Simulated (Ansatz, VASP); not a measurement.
SiO2: VASP beside Ansatz

```
CELL_PARAMETERS angstrom
5.11428 0.00000 0.00000
-2.55714 4.42910 0.00000
0.00000 0.00000 5.35911
ATOMIC_POSITIONS crystal
Si 0.00000 0.50000 0.33333
Si 0.50000 0.50000 0.66667
Si 0.50000 0.00000 0.00000
O 0.58439 0.79220 0.83333
O 0.79220 0.58439 0.50000
O 0.79220 0.20780 0.16667
O 0.41561 0.20780 0.83333
O 0.20780 0.41561 0.50000
O 0.20780 0.79220 0.16667
```

Change from the starting cell: strain +0.015 along x and y, -0.030 along z, atoms carried along.

Alike in both runs: task single point; functional LDA; k mesh 6 × 6 × 4; occupations gaussian, width 0.05 eV; no spin polarisation.

|  | VASP | Ansatz |
| --- | --- | --- |
| version | VASP 6.6.1 | Ansatz 0.2.0 |
| potentials or method | VASP PAW LDA potentials, release 64 (Si, O), cutoff 520 eV | scalar-relativistic, plane waves, PAW |
| valence electrons in the cell | 48 | 48 |

|  | VASP | Ansatz | Ansatz less VASP |
| --- | --- | --- | --- |
| gap on the k mesh at the Fermi level (eV) | 5.48 | 5.48 | +0.004 |
| least direct gap on the mesh (eV) | 5.79 | 5.79 | -0.001 |
| pressure (GPa) | 0.6 | 0.0 | -0.60 |
| traceless stress, the component that is largest in VASP (GPa) | 1.97 | 1.96 | -0.009 |
| rms of the force components (eV/Å) | 0.020 | 0.023 | +0.0032 |

LDA's correlation is that of Perdew and Zunger in VASP and of Perdew and Wang (1992) in Ansatz. Atom by atom the forces differ by 0.003 eV/Å (rms over components).
